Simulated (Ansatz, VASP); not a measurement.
**SnSe in VASP and in Ansatz**

```xyz
2
Lattice="3.5169 0.0000 0.0000 0.0000 3.5169 0.0000 0.0000 0.0000 3.5169" Properties=species:S:1:pos:R:3 pbc="T T T"
Sn    0.0000    0.0000    0.0000
Se    1.7584    1.7584    1.7584
```

Alike in both runs: task single point; functional PBEsol; k mesh 20 × 20 × 20; occupations gaussian, width 0.1 eV; no spin polarisation.

|  | VASP | Ansatz |
| --- | --- | --- |
| version | VASP 6.6.1 | Ansatz 0.2.0 |
| potentials or method | VASP PAW PBE potentials, release 64 (Sn_d, Se), cutoff 520 eV | scalar-relativistic, plane waves, PAW |
| valence electrons in the cell | 20 | 30 |

```tsv
	VASP	Ansatz	Ansatz less VASP
gap on the k mesh at the Fermi level (eV)	none	none	-
pressure (GPa)	4.7	4.7	-0.03
```

VASP's potentials were made for PBE, not for PBEsol. A gap of «none» marks a metal or a gap that the smearing closes. VASP's potentials hold 20 valence electrons a cell and Ansatz's 30, so a difference there can come from the potentials and not from the codes.
